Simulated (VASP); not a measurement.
# GaN (wurtzite type) (P6_3mc) in VASP: a series of runs

GaN (wurtzite type) is run at these levels: PBE; tasks: single point, relaxation of cell and atoms.

Everything below comes from runs of VASP 6.6.1. Logs are shortened: lines on timing, memory, paths and dates and some standing lists are left out, and cuts for length are marked.

### Step 1. The cell of the first run

It takes space group P6_3mc (No. 186, hexagonal). The conventional cell has a = 2.789 Å, b = 2.789 Å, c = 4.636 Å, α = 90.00°, β = 90.00°, γ = 120.00°. Ga (site symmetry 3m) has 4 N at 1.71 to 1.72 Å within 2.3 Å. N (site symmetry 3m) has 4 Ga at 1.71 to 1.72 Å within 2.3 Å.

### Step 2. Single point, PBE

The input, INCAR:

```
ALGO = Normal ; EDIFF = 1E-6
ENCUT = 520 ; GGA = PE
ISIF = 2 ; ISMEAR = -1
LASPH = T ; LCHARG = F
LREAL = F ; LWAVE = F
NBANDS = 26 ; NELM = 60
PREC = Accurate ; SIGMA = 0.1
```

The input, KPOINTS:

```
k-points
0
Gamma
  13 13 7
```

The input, POSCAR:

```
GaN
1.0
    2.7886934191      0.0000000000      0.0000000000
   -1.3943467096      2.4150793443      0.0000000000
    0.0000000000      0.0000000000      4.6360327262
Ga N
2 2
Direct
    0.3333333333      0.6666666667      0.0031511880
    0.6666666667      0.3333333333      0.5031511880
    0.3333333333      0.6666666667      0.3728488120
    0.6666666667      0.3333333333      0.8728488120
```

Potentials or basis: VASP PAW PBE potentials, release 64 (Ga_d, N).

Started as:

```bash
$ cat potpaw_PBE.64/Ga_d/POTCAR potpaw_PBE.64/N/POTCAR > POTCAR
$ mpirun -np 1 vasp_std > vasp.out
```

OUTCAR:

```text
EDIFF = 1E-6
   ENCUT = 520
   GGA = PE
   ISIF = 2
   ISMEAR = -1
   LASPH = T
   LREAL = F
   NELM = 60
   PREC = Accurate

 ion  position               nearest neighbor table
   1  0.333  0.667  0.003-   3 1.71   4 1.72   4 1.72   4 1.72   2 2.82   2 2.82   2 2.82   2 2.82
                             2 2.82   2 2.82
   2  0.667  0.333  0.503-   4 1.71   3 1.72   3 1.72   3 1.72   1 2.82   1 2.82   1 2.82   1 2.82
                             1 2.82   1 2.82
   3  0.333  0.667  0.373-   1 1.71   2 1.72   2 1.72   2 1.72
   4  0.667  0.333  0.873-   2 1.71   1 1.72   1 1.72   1 1.72

  LATTYP: Found a hexagonal cell.
 ALAT       =     2.7886934191
 C/A-ratio  =     1.6624390098

  Lattice vectors:

 A1 = (   2.7886934191,   0.0000000000,   0.0000000000)
 A2 = (  -1.3943467096,   2.4150793443,   0.0000000000)
 A3 = (   0.0000000000,   0.0000000000,   4.6360327262)

Analysis of symmetry for initial positions (statically):
=====================================================================
 Subroutine PRICEL returns:
 Original cell was already a primitive cell.

 Routine SETGRP: Setting up the symmetry group for a
 hexagonal supercell.

 Subroutine GETGRP returns: Found 12 space group operations
 (whereof  6 operations were pure point group operations)
 out of a pool of 24 trial point group operations.

The static configuration has the point symmetry C_3v.
 The point group associated with its full space group is C_6v.

Analysis of symmetry for dynamics (positions and initial velocities):
=====================================================================
 Subroutine PRICEL returns:
 Original cell was already a primitive cell.

 Routine SETGRP: Setting up the symmetry group for a
 hexagonal supercell.

 Subroutine GETGRP returns: Found 12 space group operations
 (whereof  6 operations were pure point group operations)
 out of a pool of 24 trial point group operations.

The dynamic configuration has the point symmetry C_3v.
 The point group associated with its full space group is C_6v.

 Subroutine INISYM returns: Found 12 space group operations
 (whereof  6 operations are pure point group operations),
 and found     1 'primitive' translations

----------------------------------------------------------------------------------------

                                     Primitive cell

  volume of cell :      31.2233

  direct lattice vectors                    reciprocal lattice vectors
     2.788693419  0.000000000  0.000000000     0.358590870  0.207032535  0.000000000
    -1.394346710  2.415079344  0.000000000     0.000000000  0.414065071  0.000000000
     0.000000000  0.000000000  4.636032726     0.000000000  0.000000000  0.215701670

  length of vectors
     2.788693419  2.788693419  4.636032726     0.414065071  0.414065071  0.215701670

  position of ions in fractional coordinates (direct lattice)
     0.333333333  0.666666667  0.003151188
     0.666666667  0.333333333  0.503151188
     0.333333333  0.666666667  0.372848812
     0.666666667  0.333333333  0.872848812

  ion indices of the primitive-cell ions
   primitive index   ion index
                 1           1
                 2           2
                 3           3
                 4           4

----------------------------------------------------------------------------------------

 KPOINTS: k-points

Automatic generation of k-mesh.
 Grid dimensions read from file:
 generate k-points for:   13   13    7

 Generating k-lattice:

  Cartesian coordinates                     Fractional coordinates (reciprocal lattice)
     0.027583913  0.015925580  0.000000000     0.076923077  0.000000000  0.000000000
     0.000000000  0.031851159  0.000000000     0.000000000  0.076923077  0.000000000
     0.000000000  0.000000000  0.030814524     0.000000000  0.000000000  0.142857143

  Length of vectors
     0.031851159  0.031851159  0.030814524

  Shift w.r.t. Gamma in fractional coordinates (k-lattice)
     0.000000000  0.000000000  0.000000000

 Subroutine IBZKPT returns following result:
 ===========================================

 Found     84 irreducible k-points:

 Following reciprocal coordinates:
            Coordinates               Weight
  0.000000  0.000000  0.000000      1.000000
  0.076923  0.000000  0.000000      6.000000
  0.153846  0.000000  0.000000      6.000000
  0.230769  0.000000  0.000000      6.000000
  0.307692  0.000000  0.000000      6.000000
  0.384615  0.000000  0.000000      6.000000
[... 16 lines left out ...]
  0.076923  0.000000  0.142857     12.000000
  0.153846  0.000000  0.142857     12.000000
 [... further k-points ...]
   k-points           NKPTS =     84   k-points in BZ     NKDIM =     84   number of bands    NBANDS=     26
   number of dos      NEDOS =    301   number of ions     NIONS =      4
   total plane-waves  NPLWV =  20736
   dimension x,y,z NGX =    24 NGY =   24 NGZ =   36
   dimension x,y,z NGXF=    48 NGYF=   48 NGZF=   72
   ions per type =               2   2
   NGX,Y,Z   is equivalent  to a cutoff of  14.31, 14.31, 12.91 a.u.
   NGXF,Y,Z  is equivalent  to a cutoff of  28.61, 28.61, 25.82 a.u.
 SYSTEM =  unknown system
   PREC   = accura    normal or accurate (medium, high low for compatibility)
   ISTART =      0    job   : 0-new  1-cont  2-samecut
   ICHARG =      2    charge: 1-file 2-atom 10-const
   ISPIN  =      1    spin polarized calculation?
   LNONCOLLINEAR =      F non collinear calculations
   LSORBIT =      F    spin-orbit coupling
   LASPH  =      T    aspherical Exc in radial PAW
   ENCUT  =  520.0 eV  38.22 Ry    6.18 a.u.   5.19  5.19  8.62*2*pi/ulx,y,z
   NELM   =     60;   NELMIN=  2; NELMDL= -5     # of ELM steps
   EDIFF  = 0.1E-05   stopping-criterion for ELM
   LREAL  =      F    real-space projection
   EDIFFG = 0.1E-04   stopping-criterion for IOM
   NSW    =      0    number of steps for IOM
   IBRION =     -1    ionic relax: 0-MD 1-quasi-New 2-CG
   NFREE  =      0    steps in history (QN), initial steepest desc. (CG)
   ISIF   =      2    stress and relaxation
   ISYM   =      2    0-nonsym 1-usesym 2-fastsym
   POTIM  = 0.5000    time-step for ionic-motion
   TEBEG  =    0.0;   TEEND  =   0.0 temperature during run
   PSTRESS=    0.0 pullay stress
   NELECT =      36.0000    total number of electrons
   NUPDOWN=      -1.0000    fix difference up-down
   EMIN   =  10.00;   EMAX   =-10.00  energy-range for DOS
   EFERMI =   0.00;   METHOD = LEGACY
   ISMEAR =    -1;   SIGMA  =   0.10  broadening in eV -4-tet -1-fermi 0-gaus
   EFERMI_NEDOS =   21; number of points for ismear=-14 and -15
   IALGO  =     38    algorithm
   IMIX   =      4    mixing-type and parameters
     AMIX     =   0.40;   BMIX     =  1.00
     AMIX_MAG =   1.60;   BMIX_MAG =  1.00
  volume/ion in A,a.u.               =       7.81        52.68
  Fermi-wavevector in a.u.,A,eV,Ry     =   1.716654  3.244006 40.095023  2.946901
  Thomas-Fermi vector in A             =   2.793800
   LORBIT       =      0    0 simple, 1 ext, 2 COOP (PROOUT), +10 PAW based schemes
   GGA     = PE    functional components
[... 5 lines left out ...]
 non-spin polarized calculation
  energy-cutoff  :      520.00
  volume of cell :       31.22
 maximum number of plane-waves:       853
 NGX is ok and might be reduce to    24
   NGX = 11   NGY = 11   NGZ = 17

 number of electron      36.0000001 magnetization

 Free energy of the ion-electron system (eV)
  ---------------------------------------------------
  ext. energy  EPLUGINS =         0.00000000
  ---------------------------------------------------
  free energy    TOTEN  =       -18.49388161 eV

  energy without entropy =      -18.49388161  energy(sigma->0) =      -18.49388161

 E-fermi :  12.5862     XC(G=0): -13.8758

 val. band max:       10.5570964121   @ k =   0.0000   0.0000   0.0000
 cond. band min:      14.7995313638   @ k =   0.0000   0.0000   0.0000
 fundamental gap:      4.2424349517
 Fermi energy:        12.5862079510

 k-point     1 :       0.0000    0.0000    0.0000
  band No.  band energies     occupation
      1      -9.6215      2.00000
      2      -7.4722      2.00000
      3      -4.1175      2.00000
      4      -4.0178      2.00000
      5      -4.0178      2.00000
      6      -3.8362      2.00000
[... 18 lines left out ...]
     25      25.3025      0.00000
     26      25.3025      0.00000

 k-point     2 :       0.0769    0.0000    0.0000
  band No.  band energies     occupation
      1      -9.5174      2.00000
      2      -7.4297      2.00000
      3      -4.0970      2.00000
      4      -4.0189      2.00000
      5      -3.9950      2.00000
      6      -3.8275      2.00000
[... 18 lines left out ...]
     25      24.8287      0.00000
     26      25.5060      0.00000

 k-point     3 :       0.1538    0.0000    0.0000
  band No.  band energies     occupation
      1      -9.2181      2.00000
      2      -7.3174      2.00000
      3      -4.0555      2.00000
      4      -4.0028      2.00000
      5      -3.9377      2.00000
      6      -3.7890      2.00000
[... 18 lines left out ...]
     25      24.6065      0.00000
     26      25.3395      0.00000

 k-point     4 :       0.2308    0.0000    0.0000
  band No.  band energies     occupation
      1      -8.7672      2.00000
      2      -7.1747      2.00000
      3      -4.0293      2.00000
      4      -3.9435      2.00000
      5      -3.8757      2.00000
      6      -3.6860      2.00000
[... 18 lines left out ...]
     25      24.1045      0.00000
     26      26.0435      0.00000
[... 496 lines left out ...]
      1      -9.5213      2.00000
      2      -7.5681      2.00000
      3      -4.1171      2.00000
      4      -4.0141      2.00000
      5      -4.0141      2.00000
      6      -3.8504      2.00000
[... 18 lines left out ...]
     25      24.9722      0.00000
     26      24.9722      0.00000

 k-point    23 :       0.0769    0.0000    0.1429
  band No.  band energies     occupation
      1      -9.4186      2.00000
      2      -7.5205      2.00000
      3      -4.0991      2.00000
      4      -4.0138      2.00000
      5      -3.9906      2.00000
      6      -3.8422      2.00000
[... 18 lines left out ...]
     25      24.6432      0.00000
     26      25.1684      0.00000

 k-point    24 :       0.1538    0.0000    0.1429
  band No.  band energies     occupation
      1      -9.1237      2.00000
      2      -7.3939      2.00000
      3      -4.0620      2.00000
      4      -3.9978      2.00000
      5      -3.9309      2.00000
      6      -3.8041      2.00000
[... 18 lines left out ...]
     25      24.2096      0.00000
     26      25.5807      0.00000

 [... further k-points ...]
[... 5 lines left out ...]
  --------------------------------------------------------------------------------------
  -------------------------------------------------------------------------------------
  Total       32.9146985     32.9146985     32.8953489     -0.0000000     -0.0000000     -0.0000000
  in kB     1688.9694539   1688.9694539   1687.9765596     -0.0000000     -0.0000000     -0.0000000
  external PRESSURE =    1688.6384891 kB  Pullay stress =       0.0000000 kB

 VOLUME and BASIS-vectors are now :
 -----------------------------------------------------------------------------
  energy-cutoff  :      520.00
  volume of cell :       31.22
      direct lattice vectors                 reciprocal lattice vectors
     2.788693419  0.000000000  0.000000000     0.358590870  0.207032535  0.000000000
    -1.394346710  2.415079344  0.000000000     0.000000000  0.414065071  0.000000000
     0.000000000  0.000000000  4.636032726     0.000000000  0.000000000  0.215701670

 POSITION                                       TOTAL-FORCE (eV/Angst)
 -----------------------------------------------------------------------------------
     -0.00000      1.61005      0.01461         0.000000     -0.000000      0.000705
      1.39435      0.80503      2.33263        -0.000000      0.000000      0.000705
     -0.00000      1.61005      1.72854        -0.000000      0.000000     -0.000705
      1.39435      0.80503      4.04656         0.000000     -0.000000     -0.000705
 -----------------------------------------------------------------------------------
    total drift:                                0.000000      0.000000     -0.000296

  FREE ENERGIE OF THE ION-ELECTRON SYSTEM (eV)
  ---------------------------------------------------
  free  energy   TOTEN  =       -18.4938816117 eV

  energy  without entropy=      -18.4938816116  energy(sigma->0) =      -18.49388161
```

It took 42 s on 1 thread of AMD EPYC 9R45 (Zen 5), shared host; peak memory 0.16 GiB.

What came out:

- Free energy: -18.4939 eV
- Pressure: 168.9 GPa
- Band gap on the k mesh: 4.24 eV, direct

Levels at points of the mesh, in eV from the valence-band top:
| k point | band 15 | band 16 | band 17 | band 18 | band 19 | band 20 | band 21 | band 22 |
| --- | --- | --- | --- | --- | --- | --- | --- | --- |
| (0.00, 0.00, 0.00) | -1.58 | -0.30 | 0.00 | 0.00 | 4.24 | 7.07 | 11.02 | 12.35 |

### Step 3. Single point, PBE

The input, INCAR:

```
SYSTEM = GaN
ALGO     = Normal         ! electronic algorithm
EDIFF    = 1E-6           ! SCF threshold, eV
ENCUT    = 520            ! plane-wave cutoff, eV
GGA      = PE             ! functional
ISIF     = 2              ! what is computed and relaxed
ISMEAR   = -1             ! smearing method
LASPH    = .True.         ! aspherical terms in the spheres
LCHARG   = .False.        ! write CHGCAR
LREAL    = .False.        ! projectors in reciprocal space
LWAVE    = .False.        ! write WAVECAR
NBANDS   = 26             ! bands
NELM     = 100            ! most SCF steps
PREC     = Accurate       ! precision mode
SIGMA    = 0.1            ! smearing width, eV
```

The input, KPOINTS:

```
k-points
0
Gamma
  13 13 7
  0 0 0
```

POSCAR is that of step 2.

Potentials or basis: VASP PAW PBE potentials, release 64 (Ga_d, N).

Started as:

```bash
$ cat potpaw_PBE.64/Ga_d/POTCAR potpaw_PBE.64/N/POTCAR > POTCAR
$ mpirun -np 1 vasp_std > vasp.out
```

Wall time 42 s (1 thread of AMD EPYC 9R45 (Zen 5), shared host); peak memory 0.16 GiB.

Results (log left out):

| Property | Result |
| --- | --- |
| Free energy | -18.4939 eV |
| Pressure | 168.9 GPa |
| Band gap on the k mesh | 4.24 eV, direct |

Stress tensor (GPa, compression positive):
```
168.90   0.00   0.00
  0.00 168.90   0.00
  0.00   0.00 168.80
```

Levels at points of the mesh, in eV from the valence-band top:
| k point | band 15 | band 16 | band 17 | band 18 | band 19 | band 20 | band 21 | band 22 |
| --- | --- | --- | --- | --- | --- | --- | --- | --- |
| (0.00, 0.00, 0.00) | -1.58 | -0.30 | 0.00 | 0.00 | 4.24 | 7.07 | 11.02 | 12.35 |

### Step 4. Single point, PBE

The input, INCAR:

```
SYSTEM = GaN
ALGO = Normal
EDIFF = 1E-7
ENCUT = 520
GGA = PE
ISIF = 2
ISMEAR = -1
LASPH = .TRUE.
LCHARG = .FALSE.
LREAL = .FALSE.
LWAVE = .FALSE.
NBANDS = 26
NELM = 60
PREC = Accurate
SIGMA = 0.1
```

The input, KPOINTS:

```
k-points
0
G
  13 13 7
  0 0 0
```

The input, POSCAR:

```
GaN
1.0
    2.7886933818      0.0000000000      0.0000000000
   -1.3943466909      2.4150793120      0.0000000000
    0.0000000000      0.0000000000      4.6360328548
Ga N
2 2
Direct
    0.3333333333      0.6666666667      0.0031511941
    0.6666666667      0.3333333333      0.5031511941
    0.3333333333      0.6666666667      0.3728488059
    0.6666666667      0.3333333333      0.8728488059
```

Started as:

```bash
$ cat potpaw_PBE.64/Ga_d/POTCAR potpaw_PBE.64/N/POTCAR > POTCAR
$ mpirun -np 1 vasp_std > vasp.out
```

It took 2.1 min on 1 thread of AMD EPYC 7R43 (Zen 3), shared host; peak memory 0.15 GiB.

The run converged. Its results:

```
Free energy            : -18.4939 eV
Pressure               : 168.4 GPa
Band gap on the k mesh : 4.24 eV, direct
```

Stress tensor (GPa, compression positive):
```
168.48   0.00   0.00
  0.00 168.48   0.00
  0.00   0.00 168.38
```

Levels at points of the mesh, in eV from the valence-band top:
| k point | band 15 | band 16 | band 17 | band 18 | band 19 | band 20 | band 21 | band 22 |
| --- | --- | --- | --- | --- | --- | --- | --- | --- |
| (0.00, 0.00, 0.00) | -1.58 | -0.30 | 0.00 | 0.00 | 4.24 | 7.08 | 11.02 | 12.35 |

A k mesh can miss the band edges. As with any semilocal functional, this PBE gap is likely too small.

### Step 5. Single point, PBE

The input, INCAR:

```
PREC     = Accurate       # precision mode
ENCUT    = 520            # plane-wave cutoff, eV
EDIFF    = 1E-6           # SCF threshold, eV
ISMEAR   = -1             # smearing method
SIGMA    = 0.1            # smearing width, eV
LREAL    = F              # projectors in reciprocal space
LASPH    = T              # aspherical terms in the spheres
NELM     = 100            # most SCF steps
ALGO     = Normal         # electronic algorithm
ISIF     = 2              # what is computed and relaxed
LWAVE    = F              # write WAVECAR
LCHARG   = T              # write CHGCAR
GGA      = PE             # functional
LELF     = T              # ELF
LVHAR    = T            
NBANDS   = 26             # bands
```

The input, KPOINTS:

```
regular mesh
0
Gamma
  13 13 7
```

POSCAR is that of step 4.

Started as:

```bash
$ cat potpaw_PBE.64/Ga_d/POTCAR potpaw_PBE.64/N/POTCAR > POTCAR
$ mpirun -np 1 vasp_std > vasp.out
```

Wall time 2 min (1 thread of AMD EPYC 7R43 (Zen 3), shared host); peak memory 0.15 GiB.

The run converged. Its results:

```yaml
Free_energy: -18.4939 eV
Pressure: 168.9 GPa
Band_gap_on_the_k_mesh: 4.24 eV, direct
```

Stress tensor (GPa, compression positive):
```
168.90   0.00   0.00
  0.00 168.90   0.00
  0.00   0.00 168.80
```

Levels at points of the mesh, in eV from the valence-band top:
```csv
k point,band 16,band 17,band 18,band 19,band 20,band 21
"(0.00, 0.00, 0.00)",-0.30,0.00,0.00,4.24,7.07,11.02
```

[end of part 1 of 2]
